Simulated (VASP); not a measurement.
# Cu in VASP: further runs

Cu is run at these levels: r2SCAN; tasks: single point, relaxation of cell and atoms.

Program: VASP 6.6.1. These are calculated values, not measurements. Logs are shortened: lines on timing, memory, paths and dates and some standing lists are left out, and cuts for length are marked.

### 1 The cell of the first run

It takes space group I4/mmm (No. 139, tetragonal). The conventional cell has a = 2.881 Å, b = 2.881 Å, c = 2.766 Å, α = 90.00°, β = 90.00°, γ = 90.00°. Cu (site symmetry 4/mmm) has 14 Cu at 2.46 to 2.88 Å within 3.3 Å.

### 2 Single point, r2SCAN

Contents of POSCAR:

```
Cu
1.0
   -1.4404924057      1.4404924057      1.3828129289
    1.4404924057     -1.4404924057      1.3828129289
    1.4404924057      1.4404924057     -1.3828129289
Cu
1
Direct
    0.0000000000      0.0000000000      0.0000000000
```

Contents of INCAR.step1:

```
ALGO = Normal ; EDIFF = 1E-4
ENCUT = 520 ; GGA = PE
ISMEAR = 0 ; LASPH = T
LCHARG = F ; LREAL = F
LWAVE = T ; NBANDS = 12
NELM = 100 ; PREC = Accurate
SIGMA = 0.1
```

Contents of INCAR.step2:

```
ALGO = Normal ; EDIFF = 1E-7
ENCUT = 520 ; ISIF = 2
ISMEAR = 0 ; ISTART = 1
LASPH = T ; LCHARG = F
LMIXTAU = T ; LREAL = F
LWAVE = F ; METAGGA = R2SCAN
NBANDS = 12 ; NELM = 100
PREC = Accurate ; SIGMA = 0.1
```

Contents of KPOINTS:

```
k-points
0
Gamma
  28 28 28
```

Potentials or basis: VASP PAW PBE potentials, release 64 (Cu).

Run with:

```bash
$ cat potpaw_PBE.64/Cu/POTCAR > POTCAR
$ cp INCAR.step1 INCAR
$ mpirun -np 1 vasp_std > vasp.out
$ cp INCAR.step2 INCAR
$ mpirun -np 1 vasp_std > vasp.out
```

OUTCAR:

```text
EDIFF = 1E-7
   ENCUT = 520
   ISIF = 2
   ISMEAR = 0
   ISTART = 1
   LASPH = T
   LREAL = F
   METAGGA = R2SCAN
   NELM = 100
   PREC = Accurate

 ion  position               nearest neighbor table
   1  0.000  0.000  0.000-

  LATTYP: Found a body centered tetragonal cell.
 ALAT       =     2.8809848114
 C/A-ratio  =     0.9599584999

  Lattice vectors:

 A1 = (  -1.4404924057,   1.4404924057,   1.3828129289)
 A2 = (   1.4404924057,  -1.4404924057,   1.3828129289)
 A3 = (   1.4404924057,   1.4404924057,  -1.3828129289)

Analysis of symmetry for initial positions (statically):
=====================================================================
 Subroutine PRICEL returns:
 Original cell was already a primitive cell.

 Routine SETGRP: Setting up the symmetry group for a
 body centered tetragonal supercell.

 Subroutine GETGRP returns: Found 16 space group operations
 (whereof 16 operations were pure point group operations)
 out of a pool of 16 trial point group operations.

The static configuration has the point symmetry D_4h.

Analysis of symmetry for dynamics (positions and initial velocities):
=====================================================================
 Subroutine PRICEL returns:
 Original cell was already a primitive cell.

 Routine SETGRP: Setting up the symmetry group for a
 body centered tetragonal supercell.

 Subroutine GETGRP returns: Found 16 space group operations
 (whereof 16 operations were pure point group operations)
 out of a pool of 16 trial point group operations.

The dynamic configuration has the point symmetry D_4h.

 Subroutine INISYM returns: Found 16 space group operations
 (whereof 16 operations are pure point group operations),
 and found     1 'primitive' translations

----------------------------------------------------------------------------------------

                                     Primitive cell

  volume of cell :      11.4774

  direct lattice vectors                    reciprocal lattice vectors
    -1.440492406  1.440492406  1.382812929     0.000000000  0.347103531  0.361581809
     1.440492406 -1.440492406  1.382812929     0.347103531  0.000000000  0.361581809
     1.440492406  1.440492406 -1.382812929     0.347103531  0.347103531  0.000000000

  length of vectors
     2.462155222  2.462155222  2.462155222     0.501220775  0.501220775  0.490878521

  position of ions in fractional coordinates (direct lattice)
     0.000000000  0.000000000  0.000000000

  ion indices of the primitive-cell ions
   primitive index   ion index
                 1           1

----------------------------------------------------------------------------------------

 KPOINTS: k-points

Automatic generation of k-mesh.
 Grid dimensions read from file:
 generate k-points for:   28   28   28

 Generating k-lattice:

  Cartesian coordinates                     Fractional coordinates (reciprocal lattice)
     0.000000000  0.012396555  0.012913636     0.035714286 -0.000000000  0.000000000
     0.012396555  0.000000000  0.012913636    -0.000000000  0.035714286  0.000000000
     0.012396555  0.012396555  0.000000000     0.000000000  0.000000000  0.035714286

  Length of vectors
     0.017900742  0.017900742  0.017531376

  Shift w.r.t. Gamma in fractional coordinates (k-lattice)
     0.000000000  0.000000000  0.000000000

 Subroutine IBZKPT returns following result:
 ===========================================

 Found   1639 irreducible k-points:

 Following reciprocal coordinates:
            Coordinates               Weight
  0.000000  0.000000  0.000000      1.000000
  0.035714  0.000000  0.000000      8.000000
  0.071429  0.000000  0.000000      8.000000
  0.107143  0.000000 -0.000000      8.000000
  0.142857  0.000000 -0.000000      8.000000
  0.178571  0.000000 -0.000000      8.000000
[... 16 lines left out ...]
  0.285714  0.035714  0.000000     16.000000
  0.321429  0.035714 -0.000000     16.000000
 [... further k-points ...]
   k-points           NKPTS =   1639   k-points in BZ     NKDIM =   1639   number of bands    NBANDS=     12
   number of dos      NEDOS =    301   number of ions     NIONS =      1
   total plane-waves  NPLWV =   5832
   dimension x,y,z NGX =    18 NGY =   18 NGZ =   18
   dimension x,y,z NGXF=    36 NGYF=   36 NGZF=   36
   ions per type =               1
   NGX,Y,Z   is equivalent  to a cutoff of  12.15, 12.15, 12.15 a.u.
   NGXF,Y,Z  is equivalent  to a cutoff of  24.31, 24.31, 24.31 a.u.
 SYSTEM =  unknown system
   PREC   = accura    normal or accurate (medium, high low for compatibility)
   ISTART =      1    job   : 0-new  1-cont  2-samecut
   ICHARG =      0    charge: 1-file 2-atom 10-const
   ISPIN  =      1    spin polarized calculation?
   LNONCOLLINEAR =      F non collinear calculations
   LSORBIT =      F    spin-orbit coupling
   LASPH  =      T    aspherical Exc in radial PAW
   ENCUT  =  520.0 eV  38.22 Ry    6.18 a.u.   4.58  4.58  4.58*2*pi/ulx,y,z
   NELM   =    100;   NELMIN=  2; NELMDL=  0     # of ELM steps
   EDIFF  = 0.1E-06   stopping-criterion for ELM
   LREAL  =      F    real-space projection
   EDIFFG = 0.1E-05   stopping-criterion for IOM
   NSW    =      0    number of steps for IOM
   IBRION =     -1    ionic relax: 0-MD 1-quasi-New 2-CG
   NFREE  =      0    steps in history (QN), initial steepest desc. (CG)
   ISIF   =      2    stress and relaxation
   ISYM   =      2    0-nonsym 1-usesym 2-fastsym
   POTIM  = 0.5000    time-step for ionic-motion
   TEBEG  =    0.0;   TEEND  =   0.0 temperature during run
   PSTRESS=    0.0 pullay stress
   NELECT =      11.0000    total number of electrons
   NUPDOWN=      -1.0000    fix difference up-down
   EMIN   =  10.00;   EMAX   =-10.00  energy-range for DOS
   EFERMI =   0.00;   METHOD = LEGACY
   ISMEAR =     0;   SIGMA  =   0.10  broadening in eV -4-tet -1-fermi 0-gaus
   EFERMI_NEDOS =   21; number of points for ismear=-14 and -15
   IALGO  =     38    algorithm
   IMIX   =      4    mixing-type and parameters
     AMIX     =   0.40;   BMIX     =  1.00
     AMIX_MAG =   1.60;   BMIX_MAG =  1.00
  volume/ion in A,a.u.               =      11.48        77.45
  Fermi-wavevector in a.u.,A,eV,Ry     =   1.614076  3.050161 35.446453  2.605241
  Thomas-Fermi vector in A             =   2.709043
   LORBIT       =      0    0 simple, 1 ext, 2 COOP (PROOUT), +10 PAW based schemes
   METAGGA = R2SCAN    functional components
   LHFCALC =     F    Hartree Fock is set to
   AEXX    =    0.0000 exact exchange contribution
   IVDW    =     0    specifies the selected vdW correction
   LEPSILON=     F    determine dielectric tensor
   LRPA    =     F    only Hartree local field effects (RPA)
 non-spin polarized calculation
 Gauss-broadening in eV      SIGMA  =   0.10
  energy-cutoff  :      520.00
  volume of cell :       11.48
 maximum number of plane-waves:       329
   NGX =  9   NGY =  9   NGZ =  9

 number of electron      10.9999995 magnetization

 Free energy of the ion-electron system (eV)
  ---------------------------------------------------
  ext. energy  EPLUGINS =         0.00000000
  ---------------------------------------------------
  free energy    TOTEN  =       -10.79116077 eV

  energy without entropy =      -10.78920740  energy(sigma->0) =      -10.79018408

 E-fermi :   7.7496     XC(G=0): -13.9423

 val. band max:        7.7484222956   @ k =   0.2857   0.1071   0.1071
 cond. band min:       7.7547471842   @ k =  -0.1786   0.4286   0.1429
 fundamental gap:      0.0063248887
 Fermi energy:         7.7495933369

 k-point     1 :       0.0000    0.0000    0.0000
  band No.  band energies     occupation
      1      -2.1390      2.00000
      2       4.3388      2.00000
      3       4.5055      2.00000
      4       4.5057      2.00000
      5       5.4026      2.00000
      6       5.5760      2.00000
      7      33.6670      0.00000
      8      33.6671      0.00000
      9      34.7822      0.00000
     10      37.9424      0.00000
     11      38.0491      0.00000
     12      38.0492      0.00000

 k-point     2 :       0.0357    0.0000    0.0000
  band No.  band energies     occupation
      1      -2.0860      2.00000
      2       4.3436      2.00000
      3       4.5045      2.00000
      4       4.5106      2.00000
      5       5.4023      2.00000
      6       5.5681      2.00000
      7      33.3356      0.00000
      8      33.5198      0.00000
      9      34.3637      0.00000
     10      37.0469      0.00000
     11      37.1889      0.00000
     12      37.5446      0.00000

 k-point     3 :       0.0714    0.0000    0.0000
  band No.  band energies     occupation
      1      -1.9275      2.00000
      2       4.3423      2.00000
      3       4.5000      2.00000
      4       4.5409      2.00000
      5       5.4010      2.00000
      6       5.5474      2.00000
      7      32.1905      0.00000
      8      33.1429      0.00000
      9      33.4889      0.00000
     10      35.7888      0.00000
     11      36.3903      0.00000
     12      37.0359      0.00000
[... 286 lines left out ...]
 k-point    23 :       0.2857    0.0357    0.0000
  band No.  band energies     occupation
      1       1.2097      2.00000
      2       3.8788      2.00000
      3       4.4750      2.00000
      4       5.3964      2.00000
      5       5.5981      2.00000
      6       5.6363      2.00000
      7      19.6151      0.00000
      8      27.3422      0.00000
      9      28.2474      0.00000
     10      31.0837      0.00000
     11      33.8751      0.00000
     12      39.6689      0.00000

 k-point    24 :       0.3214    0.0357   -0.0000
  band No.  band energies     occupation
      1       1.7225      2.00000
      2       3.7993      2.00000
      3       4.7077      2.00000
      4       5.4278      2.00000
      5       5.6330      2.00000
      6       5.8541      2.00000
      7      17.8477      0.00000
      8      26.7525      0.00000
      9      27.5405      0.00000
     10      30.8149      0.00000
     11      33.7213      0.00000
     12      40.4548      0.00000

 [... further k-points ...]
[... 5 lines left out ...]
  --------------------------------------------------------------------------------------
  -------------------------------------------------------------------------------------
  Total        0.0490347      0.0490347      0.0456889      0.0000000     -0.0000000      0.0000000
  in kB        6.8449260      6.8449260      6.3778689      0.0000000     -0.0000000      0.0000000
  external PRESSURE =       6.6892403 kB  Pullay stress =       0.0000000 kB

 VOLUME and BASIS-vectors are now :
 -----------------------------------------------------------------------------
  energy-cutoff  :      520.00
  volume of cell :       11.48
      direct lattice vectors                 reciprocal lattice vectors
    -1.440492406  1.440492406  1.382812929     0.000000000  0.347103531  0.361581809
     1.440492406 -1.440492406  1.382812929     0.347103531  0.000000000  0.361581809
     1.440492406  1.440492406 -1.382812929     0.347103531  0.347103531  0.000000000

 POSITION                                       TOTAL-FORCE (eV/Angst)
 -----------------------------------------------------------------------------------
      0.00000      0.00000      0.00000         0.000000     -0.000000      0.000000
 -----------------------------------------------------------------------------------
    total drift:                                0.000000      0.000000      0.000000

  FREE ENERGIE OF THE ION-ELECTRON SYSTEM (eV)
  ---------------------------------------------------
  free  energy   TOTEN  =       -10.7911607731 eV

  energy  without entropy=      -10.7892073964  energy(sigma->0) =      -10.79018408
```

Run time: 12 min. Hardware: 1 thread of Intel Xeon Platinum 8259CL at 2.50GHz (Skylake/Cascade Lake), shared host; peak memory 0.31 GiB.

What came out:

```yaml
Free_energy: -10.7912 eV
Pressure: 0.7 GPa
```

Caveat: the PAW data sets were made with another functional, which shifts forces and pressure a little.

### 3 Relaxation of cell and atoms, r2SCAN

Contents of POSCAR:

```
Cu
1.0
   -1.4219134432      1.4219134432      1.4219134432
    1.4219134432     -1.4219134432      1.4219134432
    1.4219134432      1.4219134432     -1.4219134432
Cu
1
Direct
    0.0000000000      0.0000000000      0.0000000000
```

Contents of INCAR.step1:

```
SYSTEM = Cu
ALGO = Normal
EDIFF = 1E-4
ENCUT = 600
GGA = PE
ISMEAR = 0
LASPH = .TRUE.
LCHARG = .FALSE.
LREAL = .FALSE.
LWAVE = .TRUE.
NELM = 100
PREC = Accurate
SIGMA = 0.1
```

Contents of INCAR.step2:

```
SYSTEM = Cu
ALGO = Normal
EDIFF = 1E-7
EDIFFG = -0.01
ENCUT = 600
IBRION = 2
ISIF = 3
ISMEAR = 0
ISTART = 1
LASPH = .TRUE.
LCHARG = .FALSE.
LMIXTAU = .TRUE.
LREAL = .FALSE.
LWAVE = .FALSE.
METAGGA = R2SCAN
NELM = 100
NSW = 100
PREC = Accurate
SIGMA = 0.1
```

Contents of KPOINTS:

```
k-points
0
G
  28 28 28
  0 0 0
```

Potentials or basis: VASP PAW PBE potentials, release 64 (Cu).

Run with:

```bash
$ cat potpaw_PBE.64/Cu/POTCAR > POTCAR
$ cp INCAR.step1 INCAR
$ mpirun -np 1 vasp_std > vasp.out
$ cp INCAR.step2 INCAR
$ mpirun -np 1 vasp_std > vasp.out
```

OUTCAR:

```text
SYSTEM = Cu
   EDIFF = 1E-7
   EDIFFG = -0.01
   ENCUT = 600
   IBRION = 2
   ISIF = 3
   ISMEAR = 0
   ISTART = 1
   LASPH = .TRUE.
   LREAL = .FALSE.
   METAGGA = R2SCAN
   NELM = 100
   NSW = 100
   PREC = Accurate

 ion  position               nearest neighbor table
   1  0.000  0.000  0.000-

  LATTYP: Found a body centered cubic cell.
 ALAT       =     2.8438268864

  Lattice vectors:

 A1 = (  -1.4219134432,   1.4219134432,   1.4219134432)
 A2 = (   1.4219134432,  -1.4219134432,   1.4219134432)
 A3 = (   1.4219134432,   1.4219134432,  -1.4219134432)

Analysis of symmetry for initial positions (statically):
=====================================================================
 Subroutine PRICEL returns:
 Original cell was already a primitive cell.

 Routine SETGRP: Setting up the symmetry group for a
 body centered cubic supercell.

 Subroutine GETGRP returns: Found 48 space group operations
 (whereof 48 operations were pure point group operations)
 out of a pool of 48 trial point group operations.

The static configuration has the point symmetry O_h .

Analysis of symmetry for dynamics (positions and initial velocities):
=====================================================================
 Subroutine PRICEL returns:
 Original cell was already a primitive cell.

 Routine SETGRP: Setting up the symmetry group for a
 body centered cubic supercell.

 Subroutine GETGRP returns: Found 48 space group operations
 (whereof 48 operations were pure point group operations)
 out of a pool of 48 trial point group operations.

The dynamic configuration has the point symmetry O_h .

 Subroutine INISYM returns: Found 48 space group operations
 (whereof 48 operations are pure point group operations),
 and found     1 'primitive' translations

[... 118 lines left out ...]
   LHFCALC =     F    Hartree Fock is set to
   AEXX    =    0.0000 exact exchange contribution
   IVDW    =     0    specifies the selected vdW correction
   LEPSILON=     F    determine dielectric tensor
   LRPA    =     F    only Hartree local field effects (RPA)
 conjugate gradient relaxation of ions
 non-spin polarized calculation
 Gauss-broadening in eV      SIGMA  =   0.10
  energy-cutoff  :      600.00
  volume of cell :       11.50
 maximum number of plane-waves:       402
   NGX =  9   NGY =  9   NGZ =  9

--------------------------------------- Ionic step        1  -------------------------------------------

 number of electron      10.9999985 magnetization

 Free energy of the ion-electron system (eV)
  ---------------------------------------------------
  ext. energy  EPLUGINS =         0.00000000
  ---------------------------------------------------
  free energy    TOTEN  =       -10.79163909 eV

  energy without entropy =      -10.78938454  energy(sigma->0) =      -10.79051181

------------------------ aborting loop because EDIFF is reached ----------------------------------------

  FORCE on cell =-STRESS in cart. coord.  units (eV):
  Direction    XX          YY          ZZ          XY          YZ          ZX
  --------------------------------------------------------------------------------------
  -------------------------------------------------------------------------------------
  Total        0.0240583      0.0240583      0.0240583     -0.0000000      0.0000000     -0.0000000
  in kB        3.3519404      3.3519404      3.3519404     -0.0000000      0.0000000     -0.0000000
  external PRESSURE =       3.3519404 kB  Pullay stress =       0.0000000 kB
[... 57 lines left out ...]
--------------------------------------- Ionic step        3  -------------------------------------------

 number of electron      10.9999986 magnetization

 Free energy of the ion-electron system (eV)
  ---------------------------------------------------
  ext. energy  EPLUGINS =         0.00000000
  ---------------------------------------------------
  free energy    TOTEN  =       -10.79167867 eV

  energy without entropy =      -10.78941695  energy(sigma->0) =      -10.79054781

 E-fermi :   7.6993     XC(G=0): -13.9111

 val. band max:        7.6943333539   @ k =   0.2500   0.1429   0.1071
 cond. band min:       7.7026870976   @ k =  -0.2857   0.4286   0.1429
 fundamental gap:      0.0083537436
 Fermi energy:         7.6992814358

 k-point     1 :       0.0000    0.0000    0.0000
  band No.  band energies     occupation
      1      -2.1600      2.00000
      2       4.4023      2.00000
      3       4.4025      2.00000
      4       4.4025      2.00000
      5       5.4480      2.00000
      6       5.4480      2.00000
      7      33.9800      0.00000
      8      33.9801      0.00000
      9      33.9801      0.00000
[... 265 lines left out ...]
 k-point    24 :       0.3214    0.0357   -0.0000
  band No.  band energies     occupation
      1       1.6466      2.00000
      2       3.8187      2.00000
      3       4.6179      2.00000
      4       5.3498      2.00000
      5       5.5429      2.00000
      6       5.8081      2.00000
      7      17.5458      0.00000
      8      26.8624      0.00000
      9      27.8086      0.00000

 [... further k-points ...]
[... 5 lines left out ...]
  --------------------------------------------------------------------------------------
  -------------------------------------------------------------------------------------
  Total       -0.0046399     -0.0046399     -0.0046399     -0.0000000     -0.0000000     -0.0000000
  in kB       -0.6447121     -0.6447121     -0.6447121     -0.0000000     -0.0000000     -0.0000000
  external PRESSURE =      -0.6447121 kB  Pullay stress =       0.0000000 kB
[... 16 lines left out ...]
  FREE ENERGIE OF THE ION-ELECTRON SYSTEM (eV)
  ---------------------------------------------------
  free  energy   TOTEN  =       -10.7916786723 eV

  energy  without entropy=      -10.7894169543  energy(sigma->0) =      -10.79054781

 reached required accuracy - stopping structural energy minimisation
```

OUTCAR.step1:

```text
SYSTEM = Cu
   EDIFF = 1E-4
   ENCUT = 600
   GGA = PE
   ISMEAR = 0
   LASPH = .TRUE.
[... 505 lines left out ...]
 -----------------------------------------------------------------------------------
      0.00000      0.00000      0.00000        -0.000000      0.000000     -0.000000
 -----------------------------------------------------------------------------------
    total drift:                                0.000000     -0.000000      0.000000

  FREE ENERGIE OF THE ION-ELECTRON SYSTEM (eV)
  ---------------------------------------------------
  free  energy   TOTEN  =        -3.6804146632 eV

  energy  without entropy=       -3.6781053918  energy(sigma->0) =       -3.67926003
```

Run time: 7 min. Hardware: 1 thread of AMD EPYC 9R45 (Zen 5), shared host; peak memory 0.17 GiB.

What came out:

```yaml
Free_energy: -10.7917 eV
Relaxed_volume: 11.53 Å³/atom
Relaxed_cell: a = 2.465 Å, b = 2.465 Å, c = 2.465 Å, α = 109.47°, β = 109.47°, γ = 109.47°
Space_group_after_relaxing_to_0.05_Å: Im-3m (No. 229)
Energy_gained_by_relaxing: 0.0 meV/atom
Ionic_steps: 3
Pressure_after_relaxing: -0.1 GPa
```

Final structure:
```
Cu
1.0
    -1.42319    1.42319    1.42319
     1.42319   -1.42319    1.42319
     1.42319    1.42319   -1.42319
Cu
1
Direct
  0.00000 0.00000 0.00000
```

Caveat: the PAW data sets were made with another functional, which shifts forces and pressure a little.
